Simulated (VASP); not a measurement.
# C (Fd-3m) in VASP: a series of runs

Runs on C. Level: LDA. Tasks: relaxation of cell and atoms.

Everything below comes from runs of VASP 6.6.1. Logs are shortened: lines on timing, memory, paths and dates and some standing lists are left out, and cuts for length are marked.

## (1) The cell of the first run

Symmetry: Fd-3m, No. 227, cubic system. Conventional cell: a = 3.531 Å, b = 3.531 Å, c = 3.531 Å, α = 90.00°, β = 90.00°, γ = 90.00°. Within 2.0 Å of C (site symmetry -43m) lie 4 C at 1.53 Å.

## (2) Relaxation of cell and atoms, LDA

INCAR

```
SYSTEM = C
PREC = Accurate
ENCUT = 600
EDIFF = 1E-7
ISMEAR = 0
SIGMA = 0.02
LREAL = .False.
LASPH = .True.
NELM = 120
ALGO = Normal
ISIF = 3
LWAVE = .False.
LCHARG = .False.
GGA = CA
IBRION = 2
NSW = 100
EDIFFG = -0.002
GGA_COMPAT = .False.
NELMIN = 4
```

KPOINTS

```
regular mesh
0
Gamma
  10 10 10
  0 0 0
```

POSCAR

```
C
1.0
    0.0000000000      1.7657474443      1.7657474443
    1.7657474443      0.0000000000      1.7657474443
    1.7657474443      1.7657474443      0.0000000000
C
2
Direct
    0.0000000000      0.0000000000      0.0000000000
    0.2500000000      0.2500000000      0.2500000000
```

Potentials or basis: VASP PAW LDA potentials, release 64 (C).

Run with:

```bash
> cat potpaw_LDA.64/C/POTCAR > POTCAR
> mpirun -np 1 vasp_std > vasp.out
```

OUTCAR:

```text
SYSTEM = C
   PREC = Accurate
   ENCUT = 600
   EDIFF = 1E-7
   ISMEAR = 0
   LREAL = .False.
   LASPH = .True.
   NELM = 120
   ISIF = 3
   GGA = CA
   IBRION = 2
   NSW = 100
   EDIFFG = -0.002
   NELMIN = 4

 ion  position               nearest neighbor table
   1  0.000  0.000  0.000-   2 1.53   2 1.53   2 1.53   2 1.53
   2  0.250  0.250  0.250-   1 1.53   1 1.53   1 1.53   1 1.53

  LATTYP: Found a face centered cubic cell.
 ALAT       =     3.5314948886

  Lattice vectors:

 A1 = (   0.0000000000,   1.7657474443,   1.7657474443)
 A2 = (   1.7657474443,   0.0000000000,   1.7657474443)
 A3 = (   1.7657474443,   1.7657474443,   0.0000000000)

Analysis of symmetry for initial positions (statically):
=====================================================================
 Subroutine PRICEL returns:
 Original cell was already a primitive cell.

 Routine SETGRP: Setting up the symmetry group for a
 face centered cubic supercell.

 Subroutine GETGRP returns: Found 48 space group operations
 (whereof 24 operations were pure point group operations)
 out of a pool of 48 trial point group operations.

The static configuration has the point symmetry T_d .
 The point group associated with its full space group is O_h .

Analysis of symmetry for dynamics (positions and initial velocities):
=====================================================================
 Subroutine PRICEL returns:
 Original cell was already a primitive cell.

 Routine SETGRP: Setting up the symmetry group for a
 face centered cubic supercell.

 Subroutine GETGRP returns: Found 48 space group operations
 (whereof 24 operations were pure point group operations)
 out of a pool of 48 trial point group operations.

The dynamic configuration has the point symmetry T_d .
 The point group associated with its full space group is O_h .

 Subroutine INISYM returns: Found 48 space group operations
 (whereof 24 operations are pure point group operations),
 and found     1 'primitive' translations

----------------------------------------------------------------------------------------

                                     Primitive cell

  volume of cell :      11.0107

  direct lattice vectors                    reciprocal lattice vectors
     0.000000000  1.765747444  1.765747444    -0.283166203  0.283166203  0.283166203
     1.765747444  0.000000000  1.765747444     0.283166203 -0.283166203  0.283166203
     1.765747444  1.765747444  0.000000000     0.283166203  0.283166203 -0.283166203

  length of vectors
     2.497143983  2.497143983  2.497143983     0.490458251  0.490458251  0.490458251

  position of ions in fractional coordinates (direct lattice)
     0.000000000  0.000000000  0.000000000
     0.250000000  0.250000000  0.250000000

  ion indices of the primitive-cell ions
   primitive index   ion index
                 1           1
                 2           2

----------------------------------------------------------------------------------------

 KPOINTS: regular mesh

Automatic generation of k-mesh.
 Grid dimensions read from file:
 generate k-points for:   10   10   10

 Generating k-lattice:

  Cartesian coordinates                     Fractional coordinates (reciprocal lattice)
    -0.028316620  0.028316620  0.028316620     0.100000000  0.000000000  0.000000000
     0.028316620 -0.028316620  0.028316620     0.000000000  0.100000000  0.000000000
     0.028316620  0.028316620 -0.028316620     0.000000000  0.000000000  0.100000000

  Length of vectors
     0.049045825  0.049045825  0.049045825

  Shift w.r.t. Gamma in fractional coordinates (k-lattice)
     0.000000000  0.000000000  0.000000000

 Subroutine IBZKPT returns following result:
 ===========================================

 Found     47 irreducible k-points:

 Following reciprocal coordinates:
            Coordinates               Weight
  0.000000  0.000000  0.000000      1.000000
  0.100000  0.000000  0.000000      8.000000
  0.200000  0.000000  0.000000      8.000000
  0.300000  0.000000  0.000000      8.000000
  0.400000  0.000000  0.000000      8.000000
  0.500000  0.000000  0.000000      4.000000
[... 16 lines left out ...]
  0.300000  0.300000  0.000000      6.000000
  0.400000  0.300000  0.000000     24.000000
 [... further k-points ...]
   k-points           NKPTS =     47   k-points in BZ     NKDIM =     47   number of bands    NBANDS=      8
   number of dos      NEDOS =    301   number of ions     NIONS =      2
   total plane-waves  NPLWV =   8000
   dimension x,y,z NGX =    20 NGY =   20 NGZ =   20
   dimension x,y,z NGXF=    40 NGYF=   40 NGZF=   40
   ions per type =               2
   NGX,Y,Z   is equivalent  to a cutoff of  13.31, 13.31, 13.31 a.u.
   NGXF,Y,Z  is equivalent  to a cutoff of  26.63, 26.63, 26.63 a.u.
 SYSTEM =  C
   PREC   = accura    normal or accurate (medium, high low for compatibility)
   ISTART =      0    job   : 0-new  1-cont  2-samecut
   ICHARG =      2    charge: 1-file 2-atom 10-const
   ISPIN  =      1    spin polarized calculation?
   LNONCOLLINEAR =      F non collinear calculations
   LSORBIT =      F    spin-orbit coupling
   LASPH  =      T    aspherical Exc in radial PAW
   ENCUT  =  600.0 eV  44.10 Ry    6.64 a.u.   4.99  4.99  4.99*2*pi/ulx,y,z
   NELM   =    120;   NELMIN=  4; NELMDL= -5     # of ELM steps
   EDIFF  = 0.1E-06   stopping-criterion for ELM
   LREAL  =      F    real-space projection
   EDIFFG = -.2E-02   stopping-criterion for IOM
   NSW    =    100    number of steps for IOM
   IBRION =      2    ionic relax: 0-MD 1-quasi-New 2-CG
   NFREE  =      1    steps in history (QN), initial steepest desc. (CG)
   ISIF   =      3    stress and relaxation
   ISYM   =      2    0-nonsym 1-usesym 2-fastsym
   POTIM  = 0.5000    time-step for ionic-motion
   TEBEG  =    0.0;   TEEND  =   0.0 temperature during run
   PSTRESS=    0.0 pullay stress
   NELECT =       8.0000    total number of electrons
   NUPDOWN=      -1.0000    fix difference up-down
   EMIN   =  10.00;   EMAX   =-10.00  energy-range for DOS
   EFERMI =   0.00;   METHOD = LEGACY
   ISMEAR =     0;   SIGMA  =   0.02  broadening in eV -4-tet -1-fermi 0-gaus
   EFERMI_NEDOS =   21; number of points for ismear=-14 and -15
   IALGO  =     38    algorithm
   IMIX   =      4    mixing-type and parameters
     AMIX     =   0.40;   BMIX     =  1.00
     AMIX_MAG =   1.60;   BMIX_MAG =  1.00
  volume/ion in A,a.u.               =       5.51        37.15
  Fermi-wavevector in a.u.,A,eV,Ry     =   1.471746  2.781197 29.470719  2.166037
  Thomas-Fermi vector in A             =   2.586845
   LORBIT       =      0    0 simple, 1 ext, 2 COOP (PROOUT), +10 PAW based schemes
   GGA     = CA    functional components
   LHFCALC =     F    Hartree Fock is set to
   AEXX    =    0.0000 exact exchange contribution
   IVDW    =     0    specifies the selected vdW correction
   LEPSILON=     F    determine dielectric tensor
   LRPA    =     F    only Hartree local field effects (RPA)
 conjugate gradient relaxation of ions
 non-spin polarized calculation
 Gauss-broadening in eV      SIGMA  =   0.02
  energy-cutoff  :      600.00
  volume of cell :       11.01
 maximum number of plane-waves:       377
   NGX =  9   NGY =  9   NGZ =  9

--------------------------------------- Ionic step        1  -------------------------------------------

 number of electron       7.9999998 magnetization

 Free energy of the ion-electron system (eV)
  ---------------------------------------------------
  ext. energy  EPLUGINS =         0.00000000
  ---------------------------------------------------
  free energy    TOTEN  =       -20.25193673 eV

  energy without entropy =      -20.25193673  energy(sigma->0) =      -20.25193673

------------------------ aborting loop because EDIFF is reached ----------------------------------------

  FORCE on cell =-STRESS in cart. coord.  units (eV):
  Direction    XX          YY          ZZ          XY          YZ          ZX
  --------------------------------------------------------------------------------------
  -------------------------------------------------------------------------------------
  Total        0.0642335      0.0642335      0.0642335     -0.0000000      0.0000000      0.0000000
  in kB        9.3466606      9.3466606      9.3466606     -0.0000000      0.0000000      0.0000000
  external PRESSURE =       9.3466606 kB  Pullay stress =       0.0000000 kB
[... 57 lines left out ...]
  energy  without entropy=      -20.2518897068  energy(sigma->0) =      -20.25188971

--------------------------------------- Ionic step        3  -------------------------------------------

 number of electron       7.9999998 magnetization

 Free energy of the ion-electron system (eV)
  ---------------------------------------------------
  ext. energy  EPLUGINS =         0.00000000
  ---------------------------------------------------
  free energy    TOTEN  =       -20.25200115 eV

  energy without entropy =      -20.25200115  energy(sigma->0) =      -20.25200115

 E-fermi :  10.2296     XC(G=0): -13.6345

 val. band max:       10.1326862969   @ k =   0.0000   0.0000   0.0000
 cond. band min:      14.3323764286   @ k =   0.4000   0.4000   0.0000
 fundamental gap:      4.1996901316
 Fermi energy:        10.2296351769

 k-point     1 :       0.0000    0.0000    0.0000
  band No.  band energies     occupation
      1     -11.5589      2.00000
      2      10.1327      2.00000
      3      10.1327      2.00000
      4      10.1327      2.00000
      5      15.7538      0.00000
      6      15.7538      0.00000
      7      15.7538      0.00000
      8      24.3285      0.00000
[... 243 lines left out ...]
 k-point    24 :       0.4000    0.3000    0.0000
  band No.  band energies     occupation
      1      -6.8808      2.00000
      2       2.1127      2.00000
      3       4.0045      2.00000
      4       4.6368      2.00000
      5      14.9674      0.00000
      6      18.1742      0.00000
      7      24.4022      0.00000
      8      24.5077      0.00000

 [... further k-points ...]
[... 5 lines left out ...]
  --------------------------------------------------------------------------------------
  -------------------------------------------------------------------------------------
  Total        0.0000938      0.0000938      0.0000938     -0.0000000      0.0000000      0.0000000
  in kB        0.0136232      0.0136232      0.0136232     -0.0000000      0.0000000      0.0000000
  external PRESSURE =       0.0136232 kB  Pullay stress =       0.0000000 kB
[... 17 lines left out ...]
  FREE ENERGIE OF THE ION-ELECTRON SYSTEM (eV)
  ---------------------------------------------------
  free  energy   TOTEN  =       -20.2520011500 eV

  energy  without entropy=      -20.2520011500  energy(sigma->0) =      -20.25200115

 reached required accuracy - stopping structural energy minimisation
```

Run time: 4.2 s. Hardware: 1 thread of Intel Xeon Platinum 8559C (Emerald Rapids), shared host; peak memory 0.11 GiB.

What came out:

```
Free energy                            : -20.2520 eV
Relaxed volume                         : 5.52 Å³/atom
Relaxed cell                           : a = 2.499 Å, b = 2.499 Å, c = 2.499 Å, α = 60.00°, β = 60.00°, γ = 60.00°
Space group after relaxing (to 0.05 Å) : Fd-3m (No. 227)
Energy gained by relaxing              : 0.0 meV/atom
Ionic steps                            : 3
Pressure after relaxing                : 0.0 GPa
Band gap on the k mesh                 : 4.20 eV, indirect (least direct gap 5.62 eV)
```

Final structure:
```cif
data_structure
_symmetry_space_group_name_H-M 'P 1'
_symmetry_Int_Tables_number 1
_cell_length_a 2.4988
_cell_length_b 2.4988
_cell_length_c 2.4988
_cell_angle_alpha 60.000
_cell_angle_beta 60.000
_cell_angle_gamma 60.000
_cell_volume 11.03
loop_
_atom_site_label
_atom_site_type_symbol
_atom_site_fract_x
_atom_site_fract_y
_atom_site_fract_z
_atom_site_occupancy
C1 C 0.00000 0.00000 0.00000 1
C2 C 0.25000 0.25000 0.25000 1
```

Levels at points of the mesh, in eV from the valence-band top:
```
           k point  band 1  band 2  band 3  band 4  band 5  band 6  band 7  band 8
(0.00, 0.00, 0.00)  -21.69    0.00    0.00    0.00    5.62    5.62    5.62   14.20
(0.50, 0.00, 0.00)  -15.69  -13.67   -2.86   -2.86    8.50    8.50    9.39   15.66
(0.50, 0.50, 0.00)  -12.81  -12.81   -6.46   -6.46    4.77    4.77   17.05   17.05
```

A k mesh can miss the band edges. A hybrid or GW would open this gap; LDA tends to underestimate it.

## (3) Relaxation of cell and atoms, LDA

This run uses another cell than the first one, of 5.67 Å³/atom, 1.030 times its volume.

INCAR

```
  PREC = Accurate
  ENCUT = 600
  EDIFF = 1E-7
  ISMEAR = 0
  SIGMA = 0.1
  LREAL = F
  LASPH = T
  NELM = 120
  ALGO = Normal
  ISIF = 3
  LWAVE = F
  LCHARG = F
  GGA = CA
  IBRION = 2
  NSW = 100
  EDIFFG = -0.05
  GGA_COMPAT = F
  NELMIN = 4
```

KPOINTS

```
regular mesh
0
Gamma
  10 10 10
```

POSCAR

```
C
1.0
    0.0000000000      1.7835000000      1.7835000000
    1.7835000000      0.0000000000      1.7835000000
    1.7835000000      1.7835000000      0.0000000000
C
2
Direct
    0.0000000000      0.0000000000      0.0000000000
    0.2500000000      0.2500000000      0.2500000000
```

Potentials or basis: VASP PAW LDA potentials, release 64 (C).

Run with:

```bash
> cat potpaw_LDA.64/C/POTCAR > POTCAR
> mpirun -np 1 vasp_std > vasp.out
```

It took 4.3 s on 1 thread of Intel Xeon Platinum 8559C (Emerald Rapids), shared host; peak memory 0.11 GiB.

It converged, with:

```
Free energy                            : -20.2539 eV
Relaxed volume                         : 5.52 Å³/atom
Relaxed cell                           : a = 2.499 Å, b = 2.499 Å, c = 2.499 Å, α = 60.00°, β = 60.00°, γ = 60.00°
Space group after relaxing (to 0.05 Å) : Fd-3m (No. 227)
Energy gained by relaxing              : 6.3 meV/atom
Ionic steps                            : 3
Pressure after relaxing                : -0.1 GPa
Band gap on the k mesh                 : 4.20 eV, indirect (least direct gap 5.62 eV)
```

The path:
```
step  energy change (eV)  largest force (eV/Å)  pressure (GPa)  volume (Å³)
   1              0.0000                0.0000          -12.46        11.35
   2              0.0091                0.0000           18.10        10.64
   3             -0.0125                0.0000           -0.11        11.03
```

Final structure:
```xyz
2
Lattice="0.0000 1.7670 1.7670 1.7670 0.0000 1.7670 1.7670 1.7670 0.0000" Properties=species:S:1:pos:R:3 pbc="T T T"
C     0.0000    0.0000    0.0000
C     0.8835    0.8835    0.8835
```

Levels at points of the mesh, in eV from the valence-band top:
```
           k point  band 2  band 3  band 4  band 5  band 6  band 7
(0.00, 0.00, 0.00)    0.00    0.00    0.00    5.62    5.62    5.62
(0.50, 0.00, 0.00)  -13.67   -2.86   -2.86    8.50    8.50    9.39
(0.50, 0.50, 0.00)  -12.81   -6.46   -6.46    4.77    4.77   17.05
```

A k mesh can miss the band edges. LDA gaps usually lie below the measured ones, often by a third to a half.
